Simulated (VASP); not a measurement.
# Hf (P6_3/mmc) in VASP: a series of runs

Hf is run at these levels: LDA; tasks: single point.

Everything below comes from runs of VASP 6.6.1. Logs are shortened: lines on timing, memory, paths and dates and some standing lists are left out, and cuts for length are marked.

### 1 The cell of the first run

The structure is hexagonal, space group P6_3/mmc (No. 194). The conventional cell has a = 3.119 Å, b = 3.119 Å, c = 4.942 Å, α = 90.00°, β = 90.00°, γ = 120.00°. Within 4.0 Å of Hf (site symmetry -6m2) lie 12 Hf at 3.06 to 3.12 Å.

### 2 Single point, LDA

INCAR

```
ALGO = Normal ; EDIFF = 1E-7
ENCUT = 520 ; GGA = CA
ISIF = 2 ; ISMEAR = -1
LASPH = T ; LCHARG = F
LREAL = F ; LWAVE = F
NBANDS = 28 ; NELM = 60
PREC = Accurate ; SIGMA = 0.05
```

KPOINTS

```
k-points
0
Gamma
  12 8 7
```

POSCAR

```
Hf
1.0
   -1.5595069756      2.7011453164      0.0000000000
    0.0000000000      0.0000000000      4.9418267784
    4.6785209266      2.7011453164      0.0000000000
Hf
4
Direct
    0.5000000000      0.2500000000      0.1666666670
    0.0000000000      0.2500000000      0.6666666670
    0.0000000000      0.7500000000      0.3333333330
    0.5000000000      0.7500000000      0.8333333330
```

Potentials or basis: VASP PAW LDA potentials, release 64 (Hf_pv).

On the command line:

```console
$ cat potpaw_LDA.64/Hf_pv/POTCAR > POTCAR
$ mpirun -np 1 vasp_std > vasp.out
```

OUTCAR:

```text
EDIFF = 1E-7
   ENCUT = 520
   GGA = CA
   ISIF = 2
   ISMEAR = -1
   LASPH = T
   LREAL = F
   NELM = 60
   PREC = Accurate

 ion  position               nearest neighbor table
   1  0.500  0.250  0.167-   3 3.06   3 3.06   3 3.06   3 3.06   4 3.06   4 3.06   2 3.12   2 3.12
                             2 3.12   2 3.12
   2  0.000  0.250  0.667-   4 3.06   4 3.06   4 3.06   4 3.06   3 3.06   3 3.06   1 3.12   1 3.12
                             1 3.12   1 3.12
   3  0.000  0.750  0.333-   1 3.06   1 3.06   1 3.06   1 3.06   2 3.06   2 3.06   4 3.12   4 3.12
                             4 3.12   4 3.12
   4  0.500  0.750  0.833-   2 3.06   2 3.06   2 3.06   2 3.06   1 3.06   1 3.06   3 3.12   3 3.12
                             3 3.12   3 3.12

  LATTYP: Found a simple orthorhombic cell.
 ALAT       =     3.1190139511
 B/A-ratio  =     1.5844195813
 C/A-ratio  =     1.7320508075

  Lattice vectors:

 A1 = (  -1.5595069756,   2.7011453164,   0.0000000000)
 A2 = (   0.0000000000,   0.0000000000,   4.9418267784)
 A3 = (   4.6785209266,   2.7011453164,   0.0000000000)

Analysis of symmetry for initial positions (statically):
=====================================================================
 Subroutine PRICEL returns following result:

  LATTYP: Found a hexagonal cell.
 ALAT       =     3.1190139511
 C/A-ratio  =     1.5844195813

  Lattice vectors:

 A1 = (   1.5595069755,   2.7011453164,   0.0000000000)
 A2 = (  -3.1190139511,   0.0000000000,   0.0000000000)
 A3 = (   0.0000000000,   0.0000000000,   4.9418267784)

   2 primitive cells build up your supercell.

 Routine SETGRP: Setting up the symmetry group for a
 simple orthorhombic supercell.

 Subroutine GETGRP returns: Found  8 space group operations
 (whereof  4 operations were pure point group operations)
 out of a pool of  8 trial point group operations.

The static configuration has the point symmetry C_2h.
 The point group associated with its full space group is D_2h.

Analysis of symmetry for dynamics (positions and initial velocities):
=====================================================================
 Subroutine PRICEL returns following result:

  LATTYP: Found a hexagonal cell.
 ALAT       =     3.1190139511
 C/A-ratio  =     1.5844195813

  Lattice vectors:

 A1 = (   1.5595069755,   2.7011453164,   0.0000000000)
 A2 = (  -3.1190139511,   0.0000000000,   0.0000000000)
 A3 = (   0.0000000000,   0.0000000000,   4.9418267784)

[... 108 lines left out ...]
   ENCUT  =  520.0 eV  38.22 Ry    6.18 a.u.   5.80  9.19 10.04*2*pi/ulx,y,z
   NELM   =     60;   NELMIN=  2; NELMDL= -5     # of ELM steps
   EDIFF  = 0.1E-06   stopping-criterion for ELM
   LREAL  =      F    real-space projection
   EDIFFG = 0.1E-05   stopping-criterion for IOM
   NSW    =      0    number of steps for IOM
   IBRION =     -1    ionic relax: 0-MD 1-quasi-New 2-CG
   NFREE  =      0    steps in history (QN), initial steepest desc. (CG)
   ISIF   =      2    stress and relaxation
   ISYM   =      2    0-nonsym 1-usesym 2-fastsym
   POTIM  = 0.5000    time-step for ionic-motion
   TEBEG  =    0.0;   TEEND  =   0.0 temperature during run
   PSTRESS=    0.0 pullay stress
   NELECT =      40.0000    total number of electrons
   NUPDOWN=      -1.0000    fix difference up-down
   EMIN   =  10.00;   EMAX   =-10.00  energy-range for DOS
   EFERMI =   0.00;   METHOD = LEGACY
   ISMEAR =    -1;   SIGMA  =   0.05  broadening in eV -4-tet -1-fermi 0-gaus
   EFERMI_NEDOS =   21; number of points for ismear=-14 and -15
   IALGO  =     38    algorithm
   IMIX   =      4    mixing-type and parameters
     AMIX     =   0.40;   BMIX     =  1.00
     AMIX_MAG =   1.60;   BMIX_MAG =  1.00
  volume/ion in A,a.u.               =      20.82       140.48
  Fermi-wavevector in a.u.,A,eV,Ry     =   1.282135  2.422885 22.366226  1.643871
  Thomas-Fermi vector in A             =   2.414465
   LORBIT       =      0    0 simple, 1 ext, 2 COOP (PROOUT), +10 PAW based schemes
   GGA     = CA    functional components
   LHFCALC =     F    Hartree Fock is set to
   AEXX    =    0.0000 exact exchange contribution
   IVDW    =     0    specifies the selected vdW correction
   LEPSILON=     F    determine dielectric tensor
   LRPA    =     F    only Hartree local field effects (RPA)
 non-spin polarized calculation
  energy-cutoff  :      520.00
  volume of cell :       83.27
 maximum number of plane-waves:      2274
 NGX is ok and might be reduce to    24
   NGX = 11   NGY = 19   NGZ = 21

 number of electron      39.9999999 magnetization

 Free energy of the ion-electron system (eV)
  ---------------------------------------------------
  ext. energy  EPLUGINS =         0.00000000
  ---------------------------------------------------
  free energy    TOTEN  =       -42.79185464 eV

  energy without entropy =      -42.76565841  energy(sigma->0) =      -42.77875653

 E-fermi :   5.3171     XC(G=0): -11.8026

 val. band max:        5.3162571888   @ k =   0.0000   0.3750   0.0000
 cond. band min:       5.3227203704   @ k =   0.4167   0.5000   0.0000
 fundamental gap:      0.0064631816
 Fermi energy:         5.3171271695

 k-point     1 :       0.0000    0.0000    0.0000
  band No.  band energies     occupation
      1     -25.5985      2.00000
      2     -25.3907      2.00000
      3     -25.1998      2.00000
      4     -25.1241      2.00000
      5     -24.8702      2.00000
      6     -24.7625      2.00000
[... 733 lines left out ...]
     27       7.6518      0.00000
     28       8.8184      0.00000

 [... further k-points ...]

------------------------ aborting loop because EDIFF is reached ----------------------------------------

  FORCE on cell =-STRESS in cart. coord.  units (eV):
  Direction    XX          YY          ZZ          XY          YZ          ZX
  --------------------------------------------------------------------------------------
  -------------------------------------------------------------------------------------
  Total        0.0541299      0.0746975      0.0975874     -0.0178121      0.0000000      0.0000000
  in kB        1.0415133      1.4372554      1.8776806     -0.3427227      0.0000000      0.0000000
  external PRESSURE =       1.4521498 kB  Pullay stress =       0.0000000 kB

 VOLUME and BASIS-vectors are now :
 -----------------------------------------------------------------------------
  energy-cutoff  :      520.00
  volume of cell :       83.27
      direct lattice vectors                 reciprocal lattice vectors
    -1.559506976  2.701145316  0.000000000    -0.160307074  0.277659997  0.000000000
     0.000000000  0.000000000  4.941826778     0.000000000  0.000000000  0.202354321
     4.678520927  2.701145316  0.000000000     0.160307074  0.092553332  0.000000000

 POSITION                                       TOTAL-FORCE (eV/Angst)
 -----------------------------------------------------------------------------------
      0.00000      1.80076      1.23546        -0.000421     -0.000243     -0.000000
      3.11901      1.80076      1.23546        -0.000421     -0.000243      0.000000
      1.55951      0.90038      3.70637         0.000421      0.000243      0.000000
      3.11901      3.60153      3.70637         0.000421      0.000243     -0.000000
 -----------------------------------------------------------------------------------
    total drift:                                0.000000      0.000000     -0.000000

  FREE ENERGIE OF THE ION-ELECTRON SYSTEM (eV)
  ---------------------------------------------------
  free  energy   TOTEN  =       -42.7918546374 eV

  energy  without entropy=      -42.7656584132  energy(sigma->0) =      -42.77875653
```

OSZICAR:

```text
N       E                     dE             d eps       ncg     rms          rms(c)
DAV:   1     0.148513459946E+03    0.14851E+03   -0.22601E+04  7872   0.138E+03
DAV:   2    -0.358292495746E+02   -0.18434E+03   -0.17897E+03  9364   0.332E+02
DAV:   3    -0.440156979258E+02   -0.81864E+01   -0.78360E+01 10216   0.429E+01
DAV:   4    -0.441926263437E+02   -0.17693E+00   -0.17555E+00  9496   0.602E+00
DAV:   5    -0.441953698267E+02   -0.27435E-02   -0.27411E-02  9536   0.694E-01    0.965E+01
DAV:   6    -0.431713345166E+02    0.10240E+01   -0.87454E-01  8288   0.505E+00    0.561E+01
DAV:   7    -0.428051241478E+02    0.36621E+00   -0.14036E+00  8040   0.615E+00    0.290E+00
DAV:   8    -0.427917319484E+02    0.13392E-01   -0.98360E-02  8688   0.167E+00    0.123E-01
DAV:   9    -0.427918857281E+02   -0.15378E-03   -0.21009E-03  9996   0.246E-01    0.241E-01
DAV:  10    -0.427918714701E+02    0.14258E-04   -0.19184E-04  9140   0.816E-02    0.399E-01
DAV:  11    -0.427918547987E+02    0.16671E-04   -0.32127E-05  8656   0.317E-02    0.218E-02
DAV:  12    -0.427918546350E+02    0.16370E-06   -0.23499E-06  9632   0.859E-03    0.696E-03
DAV:  13    -0.427918546374E+02   -0.23620E-08   -0.32501E-08  5164   0.102E-03
   1 F= -.42791855E+02 E0= -.42778757E+02  d E =-.261962E-01
```

stdout:

```text
POSCAR found type information on POSCAR Hf
 POSCAR found :  1 types and       4 ions
 scaLAPACK will be used
 LDA part: xc-table for (Slater(with rela. corr.)+CA(PZ))
 , standard interpolation
 POSCAR, INCAR and KPOINTS ok, starting setup
 FFT: planning ... GRIDC
 FFT: planning ... GRID_SOFT
 FFT: planning ... GRID
 WAVECAR not read
 entering main loop
```

Run time: 5.6 min. Hardware: 1 thread of Intel Xeon 8259CL, shared host; peak memory 0.34 GiB.

Results:

```
Free energy            : -42.7919 eV
Pressure               : 0.1 GPa
Band gap on the k mesh : zero (bands 20 and 21 overlap by 1.27 eV)
```

Caveat: spin-orbit coupling is left out, which moves the levels of the heavy elements.

### 3 Single point, LDA

INCAR

```
SYSTEM = Hf
  ALGO = Normal
  EDIFF = 1E-6
  ENCUT = 520
  GGA = CA
  ISIF = 2
  ISMEAR = -1
  LASPH = .TRUE.
  LCHARG = .FALSE.
  LREAL = .FALSE.
  LWAVE = .FALSE.
  NBANDS = 28
  NELM = 100
  PREC = Accurate
  SIGMA = 0.05
```

KPOINTS

```
k-points
0
G
  12 8 7
  0 0 0
```

POSCAR is that of step 2.

Potentials or basis: VASP PAW LDA potentials, release 64 (Hf_pv).

On the command line:

```console
$ cat potpaw_LDA.64/Hf_pv/POTCAR > POTCAR
$ mpirun -np 1 vasp_std > vasp.out
```

It took 4.8 min on 1 thread of Intel Xeon 8259CL, shared host; peak memory 0.34 GiB.

Results (log left out):

| Quantity | Value |
| --- | --- |
| Free energy | -42.7919 eV |
| Pressure | 0.1 GPa |
| Band gap on the k mesh | zero (bands 20 and 21 overlap by 1.27 eV) |

Levels at points of the mesh, in eV from the Fermi level:
| k point | band 18 | band 19 | band 20 | band 21 | band 22 | band 23 |
| --- | --- | --- | --- | --- | --- | --- |
| (0.00, 0.00, 0.00) | -0.57 | 0.70 | 0.95 | 1.06 | 1.12 | 1.12 |
| (0.50, 0.00, 0.00) | -1.66 | -1.47 | -1.47 | 0.21 | 0.21 | 1.02 |
| (0.00, 0.50, 0.00) | -1.16 | 0.10 | 0.10 | 1.00 | 1.00 | 1.00 |
| (0.50, 0.50, 0.00) | -0.84 | -0.84 | -0.84 | -0.10 | -0.10 | -0.10 |

Caveat: spin-orbit coupling is left out, which moves the levels of the heavy elements.
